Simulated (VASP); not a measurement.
# ZrB23N24 (a cell with a defect) in VASP: single point with PBE

Aim: the single point of ZrB23N24 (a cell with a defect) with PBE.

Everything below comes from runs of VASP 6.6.1. Logs are shortened: lines on timing, memory, paths and dates and some standing lists are left out, and cuts for length are marked.

## (1) The cell of the first run

The cell holds a defect, 48 atoms: a = 6.118 Å, b = 6.118 Å, c = 8.750 Å, α = 109.49°, β = 109.49°, γ = 92.61°.

## (2) Single point, PBE, collinear spin, zero start

Input file INCAR:

```
ALGO = Normal
EDIFF = 1E-6
ENCUT = 520
GGA = PE
GGA_COMPAT = F
ISIF = 2
ISMEAR = 0
ISPIN = 2
LASPH = T
LCHARG = T
LELF = T
LMAXMIX = 4
LORBIT = 11
LREAL = Auto
LVHAR = T
LWAVE = F
MAGMOM = 0 0 0 0 0 0 0 0 0 0 0 0 0 0 0 0 0 0 0 0 0 0 0 0 0 0 0 0 0 0 0 0 0 0 0 0 0 0 0 0 0 0 0 0 0 0 0 0
NBANDS = 134
NELM = 200
PREC = Accurate
SIGMA = 0.05
```

Input file KPOINTS:

```
k-points
0
Gamma
  2 2 2
```

Input file POSCAR:

```
ZrB23N24
1.0
   -3.8309090000      2.2117770000     -4.2268550000
    3.8309090000     -2.2117770000     -4.2268550000
   -3.8309090000     -6.6353300000      4.2268550000
Zr B N
1 23 24
Direct
    0.6450013161      0.3110094838     -0.0003781660
    0.1774011193      0.8354282650     -0.0003803907
    0.8427832697     -0.0111905915      0.8306977196
    0.3220692109      0.4993735311      0.8205627351
    0.0009924210      0.6669208279      0.6639664244
    0.4880524664      0.1638211704      0.6534018444
    0.1627273908      0.3334429706      0.4961932141
    0.6661528961      0.8368668546      0.5030443371
    0.3366445172      0.0025736844      0.3352737644
    0.8342656998      0.5100373331      0.3458375002
    0.5011214772      0.6784274418      0.1786742288
    0.0117030055      0.1577295194      0.1685395035
    0.5948307975      0.8989647715     -0.0003821090
    0.0913505948      0.4225038644     -0.0003815750
    0.7592659534      0.5874557540      0.8312166829
    0.2348619869      0.0806830717      0.8190634606
    0.9124899001      0.2506696519      0.6641540779
    0.4160317349      0.7504699598      0.6655647921
    0.0812769335      0.9168472305      0.4967151616
    0.5841811433      0.4197506157      0.5025239476
    0.2479539441      0.5861327281      0.3350842414
    0.7500845696      0.0845221358      0.3336732519
    0.4154157316      0.2612394696      0.1801776205
    0.9276677655      0.7558571886      0.1680209954
    0.8848024711      0.5506725844     -0.0003819346
    0.3642592802      0.0287231917     -0.0003806554
    0.0152904655      0.1873316266      0.8319181528
    0.5190696487      0.6803040368      0.8286972583
    0.1844319803      0.8498870135      0.6615859146
    0.6851345896      0.3532745889      0.6656349706
    0.3527006430      0.5207313328      0.4992950840
    0.8530241261      0.0210541528      0.4999418642
    0.5224640542      0.1879179833      0.3376526477
    0.0191164149      0.6872559056      0.3336022611
    0.6899904539      0.8512231306      0.1705394794
    0.1829889945      0.3550315269      0.1673205994
    0.8030747348      0.0429546686     -0.0003808308
    0.2826501720      0.6022169827     -0.0003810432
    0.9494545317      0.7672121402      0.8276091908
    0.3790459269      0.2559514001      0.7868239239
    0.0934559517      0.4394990699      0.6591074952
    0.6019927005      0.9393880887      0.6687779038
    0.2630898510      0.1018468524      0.4900666448
    0.7726434223      0.6113987363      0.5091722140
    0.4339650408      0.7800088354      0.3401294274
    0.9328304187      0.2702274568      0.3304583050
    0.5918375716      0.4687456048      0.2124158011
    0.1214634219      0.9392218591      0.1716304461
```

Potentials or basis: VASP PAW PBE potentials, release 64 (Zr_sv, B, N).

Launch:

```sh
cat potpaw_PBE.64/Zr_sv/POTCAR potpaw_PBE.64/B/POTCAR potpaw_PBE.64/N/POTCAR > POTCAR
mpirun -np 1 vasp_std > vasp.out
```

OUTCAR:

```text
EDIFF = 1E-6
   ENCUT = 520
   GGA = PE
   ISIF = 2
   ISMEAR = 0
   ISPIN = 2
   LASPH = T
   LORBIT = 11
   LREAL = Auto
   NELM = 200
   PREC = Accurate

 ion  position               nearest neighbor table
   1  0.645  0.311  1.000-  47 1.93  40 1.93  37 1.94  25 2.03  26 2.38  16 2.52  23 2.52  13 2.53
                            12 2.65   3 2.65  11 2.65   4 2.65  10 2.66   6 2.66  14 2.78  24 2.79
   2  0.177  0.835  1.000-  39 1.58  48 1.58  38 1.59  26 1.61
   3  0.843  0.989  0.831-  37 1.51  39 1.53  27 1.57  42 1.60   1 2.65
   4  0.322  0.499  0.821-  40 1.50  41 1.54  28 1.57  38 1.59   1 2.65
   5  0.001  0.667  0.664-  39 1.50  44 1.51  41 1.52  29 1.56
   6  0.488  0.164  0.653-  40 1.50  43 1.54  30 1.59  42 1.59   1 2.66
   7  0.163  0.333  0.496-  43 1.56  41 1.56  46 1.56  31 1.58
   8  0.666  0.837  0.503-  44 1.56  45 1.56  42 1.56  32 1.58
   9  0.337  0.003  0.335-  48 1.50  43 1.51  45 1.52  33 1.56
  10  0.834  0.510  0.346-  47 1.50  44 1.54  34 1.59  46 1.59   1 2.66
  11  0.501  0.678  0.179-  47 1.50  45 1.54  35 1.57  38 1.59   1 2.65
  12  0.012  0.158  0.169-  37 1.51  48 1.53  36 1.57  46 1.60   1 2.65
  13  0.595  0.899  1.000-  37 1.52  28 1.55  35 1.55  26 1.65   1 2.53
  14  0.091  0.423  1.000-  25 1.52  38 1.57  27 1.59  36 1.59   1 2.78
  15  0.759  0.587  0.831-  25 1.51  30 1.57  39 1.58  28 1.60   1 2.79
  16  0.235  0.081  0.819-  40 1.51  29 1.54  27 1.54  26 1.66   1 2.52
  17  0.912  0.251  0.664-  30 1.55  32 1.56  27 1.58  41 1.59
  18  0.416  0.750  0.666-  29 1.56  31 1.57  28 1.57  42 1.57
[... 28 lines left out ...]
  47  0.592  0.469  0.212-  10 1.50  11 1.50  23 1.51   1 1.93
  48  0.121  0.939  0.172-   9 1.50  12 1.53  24 1.58   2 1.58

  LATTYP: Found a face centered orthorhombic cell.
 ALAT       =     8.4537100000
 B/A-ratio  =     1.0465353114
 C/A-ratio  =     1.8126523958

  Lattice vectors:

 A1 = (   0.0000000000,  -8.8471070000,   0.0000000000)
 A2 = (  -3.8309090000,  -6.6353300000,  -4.2268550000)
 A3 = (   3.8309090000,  -2.2117770000,  -4.2268550000)

Analysis of symmetry for initial positions (statically):
=====================================================================
 Subroutine PRICEL returns:
 Original cell was already a primitive cell.

 Routine SETGRP: Setting up the symmetry group for a
 face centered orthorhombic supercell.

 Subroutine GETGRP returns: Found  2 space group operations
 (whereof  1 operations were pure point group operations)
 out of a pool of  8 trial point group operations.

The static configuration has the point symmetry C_1 .
 The point group associated with its full space group is C_1h.

Analysis of symmetry for dynamics (positions and initial velocities):
=====================================================================
 Subroutine PRICEL returns:
 Original cell was already a primitive cell.

 Routine SETGRP: Setting up the symmetry group for a
 face centered orthorhombic supercell.

 Subroutine GETGRP returns: Found  2 space group operations
 (whereof  1 operations were pure point group operations)
 out of a pool of  8 trial point group operations.

The dynamic configuration has the point symmetry C_1 .
 The point group associated with its full space group is C_1h.

Analysis of structural, dynamic, and magnetic symmetry:
=====================================================================
 Subroutine PRICEL returns:
 Original cell was already a primitive cell.

 Routine SETGRP: Setting up the symmetry group for a
 face centered orthorhombic supercell.

 Subroutine GETGRP returns: Found  2 space group operations
 (whereof  1 operations were pure point group operations)
 out of a pool of  8 trial point group operations.

The overall configuration has the point symmetry C_1 .
 The point group associated with its full space group is C_1h.

 Subroutine INISYM returns: Found  2 space group operations
 (whereof  1 operations are pure point group operations),
 and found     1 'primitive' translations

----------------------------------------------------------------------------------------

                                     Primitive cell

  volume of cell :     286.5170

  direct lattice vectors                    reciprocal lattice vectors
    -3.830909000  2.211777000 -4.226855000    -0.130517326  0.000000000 -0.118291259
[... 143 lines left out ...]
   total plane-waves  NPLWV = 161280
   dimension x,y,z NGX =    48 NGY =   48 NGZ =   70
   dimension x,y,z NGXF=    96 NGYF=   96 NGZF=  140
   ions per type =               1  23  24
   NGX,Y,Z   is equivalent  to a cutoff of  13.04, 13.04, 13.30 a.u.
   NGXF,Y,Z  is equivalent  to a cutoff of  26.08, 26.08, 26.60 a.u.
 SYSTEM =  unknown system
   PREC   = accura    normal or accurate (medium, high low for compatibility)
   ISTART =      0    job   : 0-new  1-cont  2-samecut
   ICHARG =      2    charge: 1-file 2-atom 10-const
   ISPIN  =      2    spin polarized calculation?
   LNONCOLLINEAR =      F non collinear calculations
   LSORBIT =      F    spin-orbit coupling
   LASPH  =      T    aspherical Exc in radial PAW
   ENCUT  =  520.0 eV  38.22 Ry    6.18 a.u.  11.38 11.38 16.27*2*pi/ulx,y,z
   NELM   =    200;   NELMIN=  2; NELMDL= -5     # of ELM steps
   EDIFF  = 0.1E-05   stopping-criterion for ELM
   LREAL  =      T    real-space projection
   EDIFFG = 0.1E-04   stopping-criterion for IOM
   NSW    =      0    number of steps for IOM
[... 5 lines left out ...]
   TEBEG  =    0.0;   TEEND  =   0.0 temperature during run
   PSTRESS=    0.0 pullay stress
   NELECT =     201.0000    total number of electrons
   NUPDOWN=      -1.0000    fix difference up-down
   EMIN   =  10.00;   EMAX   =-10.00  energy-range for DOS
   EFERMI =   0.00;   METHOD = LEGACY
   ISMEAR =     0;   SIGMA  =   0.05  broadening in eV -4-tet -1-fermi 0-gaus
   EFERMI_NEDOS =   21; number of points for ismear=-14 and -15
   IALGO  =     38    algorithm
   IMIX   =      4    mixing-type and parameters
     AMIX     =   0.40;   BMIX     =  1.00
     AMIX_MAG =   1.60;   BMIX_MAG =  1.00
  volume/ion in A,a.u.               =       5.97        40.28
  Fermi-wavevector in a.u.,A,eV,Ry     =   1.454644  2.748878 28.789777  2.115989
  Thomas-Fermi vector in A             =   2.571771
   LORBIT       =     11    0 simple, 1 ext, 2 COOP (PROOUT), +10 PAW based schemes
   GGA     = PE    functional components
   LHFCALC =     F    Hartree Fock is set to
   AEXX    =    0.0000 exact exchange contribution
   IVDW    =     0    specifies the selected vdW correction
   LEPSILON=     F    determine dielectric tensor
   LRPA    =     F    only Hartree local field effects (RPA)
 spin polarized calculation
 Gauss-broadening in eV      SIGMA  =   0.05
  energy-cutoff  :      520.00
  volume of cell :      286.52
 maximum number of plane-waves:      7763
 NGX is ok and might be reduce to    48
   NGX = 23   NGY = 23   NGZ = 33

 number of electron     200.9999999 magnetization       0.0016201

 Free energy of the ion-electron system (eV)
  ---------------------------------------------------
  ext. energy  EPLUGINS =         0.00000000
  ---------------------------------------------------
  free energy    TOTEN  =      -410.19786093 eV

  energy without entropy =     -410.19439922  energy(sigma->0) =     -410.19613008

 E-fermi :  12.0953     XC(G=0): -12.9464

 val. band max:       12.0511394823   @ k =   0.0000  -0.0000   0.5000
 cond. band min:      12.1523577434   @ k =   0.5000   0.0000   0.0000
 fundamental gap:      0.1012182611
 Fermi energy:        12.0953477617

 spin component 1

 k-point     1 :       0.0000    0.0000    0.0000
  band No.  band energies     occupation
      1     -38.2440      1.00000
      2     -17.2281      1.00000
      3     -17.1930      1.00000
      4     -16.9266      1.00000
      5     -12.3341      1.00000
      6     -10.5893      1.00000
[... 679 lines left out ...]
    111      16.0648      0.00000
    112      16.2959      0.00000
 Fermi energy:        12.0953477617

 spin component 2

 k-point     1 :       0.0000    0.0000    0.0000
  band No.  band energies     occupation
      1     -38.2434      1.00000
      2     -17.2275      1.00000
      3     -17.1923      1.00000
      4     -16.9257      1.00000
      5     -12.3341      1.00000
      6     -10.5893      1.00000
[... 679 lines left out ...]
    111      16.0648      0.00000
    112      16.2959      0.00000
 [bands above 112 left out]

------------------------ aborting loop because EDIFF is reached ----------------------------------------

  FORCE on cell =-STRESS in cart. coord.  units (eV):
  Direction    XX          YY          ZZ          XY          YZ          ZX
  --------------------------------------------------------------------------------------
  -------------------------------------------------------------------------------------
  Total       43.3596542     44.9508065     26.1873225      1.3779616      0.0015804     -0.0027373
  in kB      242.4632551    251.3608347    146.4371334      7.7054361      0.0088376     -0.0153070
  external PRESSURE =     213.4204077 kB  Pullay stress =       0.0000000 kB

 VOLUME and BASIS-vectors are now :
 -----------------------------------------------------------------------------
  energy-cutoff  :      520.00
  volume of cell :      286.52
      direct lattice vectors                 reciprocal lattice vectors
    -3.830909000  2.211777000 -4.226855000    -0.130517326  0.000000000 -0.118291259
     3.830909000 -2.211777000 -4.226855000     0.065258656 -0.113031299 -0.118291259
    -3.830909000 -6.635330000  4.226855000    -0.065258671 -0.113031299  0.000000000

 POSITION                                       TOTAL-FORCE (eV/Angst)
 -----------------------------------------------------------------------------------
     -5.10895     -5.89411      0.18434        -0.126605      0.073095      0.139528
     -1.30861     -8.08822     -0.05584         0.035956     -0.020759     -0.041299
     -2.62291     -5.83493     -4.23064        -0.018448      0.041547     -0.047744
     -2.46426     -5.83686     -0.00372         0.027650     -0.000852     -0.049125
      0.00752     -5.87852     -0.01668        -0.012583     -0.006276     -0.007611
     -3.74522     -3.61841      0.00646        -0.035883     -0.003477     -0.031763
[... 40 lines left out ...]
     -1.28530     -1.13720     -3.58508         0.072076     -0.017511     -0.008450
      2.47526     -2.94752     -3.75791         0.005507     -0.018349      0.041708
 -----------------------------------------------------------------------------------
    total drift:                               -0.181448     -0.305330      0.006908

  FREE ENERGIE OF THE ION-ELECTRON SYSTEM (eV)
  ---------------------------------------------------
  free  energy   TOTEN  =      -410.1978609302 eV

  energy  without entropy=     -410.1943992220  energy(sigma->0) =     -410.19613008

 total charge

# of ion       s       p       d       tot
------------------------------------------
    1        2.272   6.077   2.305  10.654
    2        0.662   1.288   0.000   1.950
    3        0.685   1.404   0.000   2.088
    4        0.685   1.406   0.000   2.092
    5        0.707   1.476   0.000   2.183
    6        0.684   1.398   0.000   2.083
[... 40 lines left out ...]
   47        1.243   2.857   0.000   4.100
   48        1.224   2.787   0.000   4.011
--------------------------------------------------
tot         47.232 104.361   2.305 153.898

 magnetization (x)

# of ion       s       p       d       tot
------------------------------------------
    1        0.000   0.000   0.001   0.001
    2       -0.000   0.000   0.000   0.000
    3        0.000   0.000   0.000   0.000
    4        0.000   0.000   0.000   0.000
    5        0.000  -0.000   0.000   0.000
    6        0.000   0.000   0.000   0.000
[... 40 lines left out ...]
   47       -0.000  -0.000   0.000  -0.000
   48       -0.000   0.000   0.000   0.000
--------------------------------------------------
tot          0.000   0.000   0.001   0.001
```

Run time: 36 min. Hardware: 1 thread of Intel Xeon 8259CL, shared host; peak memory 0.72 GiB.

Results:

```
Free energy                                           : -410.1979 eV
Pressure                                              : 21.3 GPa
Largest force                                         : 0.202 eV/Å
Net moment                                            : 0.00 μB per cell
Valence electrons inside the program's atomic spheres : Zr 10.65; B 1.95, 2.09, 2.18, 2.08, 2.03, 2.05, 2.06 (each value once); N 4.05, 3.87, 3.97, 4.00, 3.98, 4.08, 3.95, 4.01, 4.10 (each value once)
```

Forces on the atoms (eV/Å):
```
Zr  -0.127  0.073  0.140
B    0.036 -0.021 -0.041
B   -0.018  0.042 -0.048
B    0.028 -0.001 -0.049
B   -0.013 -0.006 -0.008
B   -0.036 -0.003 -0.032
B    0.002  0.007 -0.003
B   -0.005 -0.005 -0.003
B   -0.001  0.014 -0.008
B   -0.015  0.033 -0.032
B    0.015 -0.024 -0.049
B   -0.045 -0.005 -0.048
B    0.082 -0.047  0.030
B   -0.053  0.031 -0.116
B    0.009  0.062 -0.012
B   -0.028  0.031  0.002
B   -0.001 -0.003 -0.011
B    0.009 -0.004 -0.015
B    0.003  0.001 -0.006
B    0.000 -0.003 -0.006
B    0.002  0.002 -0.011
B    0.008 -0.006 -0.015
B   -0.041  0.009  0.002
B   -0.049 -0.039 -0.012
N   -0.036  0.021  0.130
N    0.025 -0.014  0.015
N    0.004 -0.025  0.040
N   -0.006 -0.005  0.004
N    0.001 -0.008  0.006
N    0.005 -0.009  0.009
N   -0.003  0.001  0.005
N   -0.002  0.002  0.005
N    0.008  0.004  0.006
N    0.010  0.000  0.009
N    0.001  0.007  0.004
N    0.024  0.009  0.040
N    0.067 -0.038 -0.122
N   -0.033  0.019  0.069
N    0.019  0.004  0.042
N    0.051 -0.054 -0.008
N    0.003  0.008  0.013
N   -0.001 -0.011  0.013
N    0.002 -0.021  0.007
N    0.019  0.009  0.007
N   -0.005 -0.006  0.013
N    0.008  0.007  0.013
N    0.072 -0.018 -0.008
N    0.006 -0.018  0.042
```

Caveat: the k points lie up to 0.55 Å⁻¹ apart.
